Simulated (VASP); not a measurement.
# C in VASP: a series of runs

Runs on C. Level: PBE+D3(BJ). Tasks: single point.

All numbers are computed with VASP 6.6.1; they aren't measurements. Logs are shortened: lines on timing, memory, paths and dates and some standing lists are left out, and cuts for length are marked.

## Step 1: The cell of the first run

The cell holds a slab with vacuum, 2 atoms: a = 2.825 Å, b = 2.553 Å, c = 8.524 Å, α = 90.00°, β = 90.00°, γ = 123.58°.

## Step 2: Single point, PBE+D3(BJ) (strain +0.1500 x Voigt [1, 0, 0, 0, 0, 0])

INCAR

```
PREC = Accurate ; ENCUT = 520
EDIFF = 1E-6 ; ISMEAR = 0
SIGMA = 0.15 ; LREAL = False
LASPH = True ; NELM = 100
ALGO = Normal ; ISIF = 2
LWAVE = False ; LCHARG = False
GGA = PE ; IVDW = 12
NBANDS = 11
```

KPOINTS

```
Automatic mesh
0
Gamma
  24 24 6
```

POSCAR

```
C
1.0
    2.8245956865      0.0000000000      0.0000000000
   -1.4122978433      2.1271057565      0.0000000000
    0.0000000000      0.0000000000      8.5238033600
C
2
Direct
    0.3333333333      0.6666666667      0.0000000000
    0.6666666667      0.3333333333      0.0000000000
```

Potentials or basis: VASP PAW PBE potentials, release 64 (C).

On the command line:

```bash
$ cat potpaw_PBE.64/C/POTCAR > POTCAR
$ mpirun -np 1 vasp_std > vasp.out
```

OUTCAR:

```text
PREC = Accurate
   ENCUT = 520
   EDIFF = 1E-6
   ISMEAR = 0
   LREAL = False
   LASPH = True
   NELM = 100
   ISIF = 2
   GGA = PE
   IVDW = 12
 IVDW          = 12

 ion  position               nearest neighbor table
   1  0.333  0.667  0.000-   2 1.42   2 1.58   2 1.58
   2  0.667  0.333  0.000-   1 1.42   1 1.58   1 1.58

  Warning from LATTYP: Monoclinic adjustment (A1->A3, A2->A1, A3->A2)!
  LATTYP: Found a base centered orthorhombic cell.
 ALAT       =     2.8245956865
 B/A-ratio  =     1.5061311370
 C/A-ratio  =     3.0177074194

  Lattice vectors:

 A1 = (   1.4122978433,  -2.1271057565,   0.0000000000)
 A2 = (   1.4122978432,   2.1271057565,   0.0000000000)
 A3 = (   0.0000000000,   0.0000000000,   8.5238033600)

Analysis of symmetry for initial positions (statically):
=====================================================================
 Subroutine PRICEL returns:
 Original cell was already a primitive cell.

 Routine SETGRP: Setting up the symmetry group for a
 base centered orthorhombic supercell.

 Subroutine GETGRP returns: Found  8 space group operations
 (whereof  8 operations were pure point group operations)
 out of a pool of  8 trial point group operations.

The static configuration has the point symmetry D_2h.

Analysis of symmetry for dynamics (positions and initial velocities):
=====================================================================
 Subroutine PRICEL returns:
 Original cell was already a primitive cell.

 Routine SETGRP: Setting up the symmetry group for a
 base centered orthorhombic supercell.

 Subroutine GETGRP returns: Found  8 space group operations
 (whereof  8 operations were pure point group operations)
 out of a pool of  8 trial point group operations.

The dynamic configuration has the point symmetry D_2h.

 Subroutine INISYM returns: Found  8 space group operations
 (whereof  8 operations are pure point group operations),
 and found     1 'primitive' translations

----------------------------------------------------------------------------------------

                                     Primitive cell

  volume of cell :      51.2128

  direct lattice vectors                    reciprocal lattice vectors
     2.824595686  0.000000000  0.000000000     0.354032970  0.235061185  0.000000000
    -1.412297843  2.127105756  0.000000000     0.000000000  0.470122370  0.000000000
     0.000000000  0.000000000  8.523803360     0.000000000  0.000000000  0.117318521

  length of vectors
     2.824595686  2.553265379  8.523803360     0.424962474  0.470122370  0.117318521

  position of ions in fractional coordinates (direct lattice)
     0.333333333  0.666666667  0.000000000
     0.666666667  0.333333333  0.000000000

  ion indices of the primitive-cell ions
   primitive index   ion index
                 1           1
                 2           2

----------------------------------------------------------------------------------------

 KPOINTS: Automatic mesh

Automatic generation of k-mesh.
 Grid dimensions read from file:
 generate k-points for:   24   24    6

 Generating k-lattice:

  Cartesian coordinates                     Fractional coordinates (reciprocal lattice)
     0.014751374  0.009794216  0.000000000     0.041666667 -0.000000000  0.000000000
     0.000000000  0.019588432  0.000000000     0.000000000  0.041666667  0.000000000
     0.000000000  0.000000000  0.019553087     0.000000000  0.000000000  0.166666667

  Length of vectors
     0.017706770  0.019588432  0.019553087

  Shift w.r.t. Gamma in fractional coordinates (k-lattice)
     0.000000000  0.000000000  0.000000000

 Subroutine IBZKPT returns following result:
 ===========================================

 Found    628 irreducible k-points:

 Following reciprocal coordinates:
            Coordinates               Weight
  0.000000  0.000000  0.000000      1.000000
  0.041667  0.000000  0.000000      4.000000
  0.083333 -0.000000  0.000000      4.000000
  0.125000  0.000000  0.000000      4.000000
  0.166667  0.000000  0.000000      4.000000
  0.208333  0.000000  0.000000      4.000000
[... 16 lines left out ...]
  0.375000  0.041667  0.000000      4.000000
  0.416667  0.041667  0.000000      4.000000
 [... further k-points ...]
   k-points           NKPTS =    628   k-points in BZ     NKDIM =    628   number of bands    NBANDS=     11
   number of dos      NEDOS =    301   number of ions     NIONS =      2
   total plane-waves  NPLWV =  30720
   dimension x,y,z NGX =    24 NGY =   20 NGZ =   64
   dimension x,y,z NGXF=    48 NGYF=   40 NGZF=  128
   ions per type =               2
   NGX,Y,Z   is equivalent  to a cutoff of  14.13, 13.02, 12.48 a.u.
   NGXF,Y,Z  is equivalent  to a cutoff of  28.25, 26.04, 24.96 a.u.
 SYSTEM =  unknown system
   PREC   = accura    normal or accurate (medium, high low for compatibility)
   ISTART =      0    job   : 0-new  1-cont  2-samecut
   ICHARG =      2    charge: 1-file 2-atom 10-const
   ISPIN  =      1    spin polarized calculation?
   LNONCOLLINEAR =      F non collinear calculations
   LSORBIT =      F    spin-orbit coupling
   LASPH  =      T    aspherical Exc in radial PAW
   ENCUT  =  520.0 eV  38.22 Ry    6.18 a.u.   5.25  4.75 15.85*2*pi/ulx,y,z
   NELM   =    100;   NELMIN=  2; NELMDL= -5     # of ELM steps
   EDIFF  = 0.1E-05   stopping-criterion for ELM
   LREAL  =      F    real-space projection
   EDIFFG = 0.1E-04   stopping-criterion for IOM
   NSW    =      0    number of steps for IOM
   IBRION =     -1    ionic relax: 0-MD 1-quasi-New 2-CG
   NFREE  =      0    steps in history (QN), initial steepest desc. (CG)
   ISIF   =      2    stress and relaxation
   ISYM   =      2    0-nonsym 1-usesym 2-fastsym
   POTIM  = 0.5000    time-step for ionic-motion
   TEBEG  =    0.0;   TEEND  =   0.0 temperature during run
   PSTRESS=    0.0 pullay stress
   NELECT =       8.0000    total number of electrons
   NUPDOWN=      -1.0000    fix difference up-down
   EMIN   =  10.00;   EMAX   =-10.00  energy-range for DOS
   EFERMI =   0.00;   METHOD = LEGACY
   ISMEAR =     0;   SIGMA  =   0.15  broadening in eV -4-tet -1-fermi 0-gaus
   EFERMI_NEDOS =   21; number of points for ismear=-14 and -15
   IALGO  =     38    algorithm
   IMIX   =      4    mixing-type and parameters
     AMIX     =   0.40;   BMIX     =  1.00
     AMIX_MAG =   1.60;   BMIX_MAG =  1.00
  volume/ion in A,a.u.               =      25.61       172.80
  Fermi-wavevector in a.u.,A,eV,Ry     =   0.881682  1.666137 10.576664  0.777363
  Thomas-Fermi vector in A             =   2.002211
   LORBIT       =      0    0 simple, 1 ext, 2 COOP (PROOUT), +10 PAW based schemes
   GGA     = PE    functional components
   LHFCALC =     F    Hartree Fock is set to
   AEXX    =    0.0000 exact exchange contribution
   IVDW    =    12    specifies the selected vdW correction
   LEPSILON=     F    determine dielectric tensor
   LRPA    =     F    only Hartree local field effects (RPA)
 non-spin polarized calculation
 Gauss-broadening in eV      SIGMA  =   0.15
  energy-cutoff  :      520.00
  volume of cell :       51.21
 maximum number of plane-waves:      1398
 NGX is ok and might be reduce to    24
   NGX = 11   NGY =  9   NGZ = 31

 number of electron       8.0000000 magnetization

 Free energy of the ion-electron system (eV)
  ---------------------------------------------------
  ext. energy  EPLUGINS =         0.00000000
  ---------------------------------------------------
  free energy    TOTEN  =       -17.55190629 eV

  energy without entropy =      -17.55133138  energy(sigma->0) =      -17.55161884

 E-fermi :  -1.3595     XC(G=0):  -4.8388

 val. band max:       -1.3817112182   @ k =   0.2500   0.3750   0.0000
 cond. band min:      -1.3372199477   @ k =   0.2500   0.3750   0.5000
 fundamental gap:      0.0444912705
 Fermi energy:        -1.3594561482

 k-point     1 :       0.0000    0.0000    0.0000
  band No.  band energies     occupation
      1     -19.5007      2.00000
      2      -7.8603      2.00000
      3      -4.5615      2.00000
      4      -4.4426      2.00000
      5       2.0562      0.00000
      6       4.3139      0.00000
      7       4.3662      0.00000
      8       4.4170      0.00000
      9       6.1017      0.00000
     10       7.6590      0.00000
     11       9.9777      0.00000

 k-point     2 :       0.0417    0.0000    0.0000
  band No.  band energies     occupation
      1     -19.4670      2.00000
      2      -7.8216      2.00000
      3      -4.6993      2.00000
      4      -4.5432      2.00000
      5       2.1015      0.00000
      6       4.4099      0.00000
      7       4.4259      0.00000
      8       4.5484      0.00000
      9       6.1489      0.00000
     10       7.5528      0.00000
     11       9.9967      0.00000

 k-point     3 :       0.0833   -0.0000    0.0000
  band No.  band energies     occupation
      1     -19.3658      2.00000
      2      -7.7059      2.00000
      3      -5.2030      2.00000
      4      -4.7005      2.00000
      5       2.2379      0.00000
      6       4.5405      0.00000
      7       4.6584      0.00000
      8       4.9766      0.00000
      9       6.2908      0.00000
     10       7.2420      0.00000
     11      10.0731      0.00000
[... 267 lines left out ...]
 k-point    23 :       0.3750    0.0417    0.0000
  band No.  band energies     occupation
      1     -16.5395      2.00000
      2     -12.1163      2.00000
      3      -6.4757      2.00000
      4      -4.6636      2.00000
      5       1.2847      0.00000
      6       5.6457      0.00000
      7       6.3352      0.00000
      8       8.4801      0.00000
      9       9.7983      0.00000
     10      10.2059      0.00000
     11      12.0495      0.00000

 k-point    24 :       0.4167    0.0417    0.0000
  band No.  band energies     occupation
      1     -16.0376      2.00000
      2     -12.8215      2.00000
      3      -6.6119      2.00000
      4      -4.2158      2.00000
      5       0.6488      0.00000
      6       5.6326      0.00000
      7       7.2415      0.00000
      8       9.3175      0.00000
      9       9.7978      0.00000
     10      11.0346      0.00000
     11      11.5637      0.00000

 [... further k-points ...]

------------------------ aborting loop because EDIFF is reached ----------------------------------------

 Edisp (eV)   -0.16528

 E8    (eV) :    -0.0511

  FORCE on cell =-STRESS in cart. coord.  units (eV):
  Direction    XX          YY          ZZ          XY          YZ          ZX
  --------------------------------------------------------------------------------------
  -------------------------------------------------------------------------------------
  Total     -12.28526    -1.58348    -0.02212     0.00000     0.00000     0.00000
  in kB    -384.34062   -49.53869    -0.69202     0.00000     0.00000     0.00000
  external pressure =     -144.86 kB  Pullay stress =        0.00 kB

 VOLUME and BASIS-vectors are now :
 -----------------------------------------------------------------------------
  energy-cutoff  :      520.00
  volume of cell :       51.21
      direct lattice vectors                 reciprocal lattice vectors
     2.824595686  0.000000000  0.000000000     0.354032970  0.235061185  0.000000000
    -1.412297843  2.127105756  0.000000000     0.000000000  0.470122370  0.000000000
     0.000000000  0.000000000  8.523803360     0.000000000  0.000000000  0.117318521

 POSITION                                       TOTAL-FORCE (eV/Angst)
 -----------------------------------------------------------------------------------
     -0.00000      1.41807      0.00000         0.000000     -0.035533      0.000000
      1.41230      0.70904      0.00000        -0.000000      0.035533     -0.000000
 -----------------------------------------------------------------------------------
    total drift:                                0.000000     -0.000000      0.000000

  FREE ENERGIE OF THE ION-ELECTRON SYSTEM (eV)
  ---------------------------------------------------
  free  energy   TOTEN  =       -17.7171823052 eV

  energy  without entropy=      -17.7166073947  energy(sigma->0) =      -17.71689485
```

It took 5.5 min on 1 thread of AMD EPYC 7R43 (Zen 3), shared host; peak memory 0.36 GiB.

What came out:

| Item | Value |
| --- | --- |
| Free energy | -17.7172 eV |
| Largest force | 0.036 eV/Å |
| Dispersion energy per atom | -0.083 eV |

Forces in eV/Å, atoms in the order of the input:
```
C    0.000 -0.036  0.000
C    0.000  0.036  0.000
```

Caveat: the cell differs from its parent crystal (strain +0.1500 x Voigt [1, 0, 0, 0, 0, 0]).

## Step 3: Single point, PBE+D3(BJ) (strain -0.1500 x Voigt [1, 0, 0, 0, 0, 0])

INCAR

```
SYSTEM = C
PREC = Accurate
ENCUT = 520
EDIFF = 1E-7
ISMEAR = 0
SIGMA = 0.15
LREAL = .FALSE.
LASPH = .TRUE.
NELM = 80
ALGO = Normal
ISIF = 2
LWAVE = .FALSE.
LCHARG = .FALSE.
GGA = PE
IVDW = 12
NBANDS = 11
```

KPOINTS

```
regular mesh
0
G
  24 24 6
  0 0 0
```

POSCAR

```
C
1.0
    2.0877446379      0.0000000000      0.0000000000
   -1.0438723189      2.1271057565      0.0000000000
    0.0000000000      0.0000000000      8.5238033600
C
2
Direct
    0.3333333333      0.6666666667      0.0000000000
    0.6666666667      0.3333333333      0.0000000000
```

Potentials or basis: VASP PAW PBE potentials, release 64 (C).

On the command line:

```bash
$ cat potpaw_PBE.64/C/POTCAR > POTCAR
$ mpirun -np 1 vasp_std > vasp.out
```

Run time: 69 s. Hardware: 1 thread of Intel Xeon 6975P-C (Granite Rapids), shared host; peak memory 0.32 GiB.

It converged, with:

```yaml
Free_energy: -16.6315 eV
Largest_force: 5.079 eV/Å
Dispersion_energy_per_atom: -0.081 eV
```

Forces on the atoms (eV/Å):
```
C    0.000  5.079  0.000
C    0.000 -5.079  0.000
```

Caveat: the cell differs from its parent crystal (strain -0.1500 x Voigt [1, 0, 0, 0, 0, 0]).

[end of part 1 of 2]
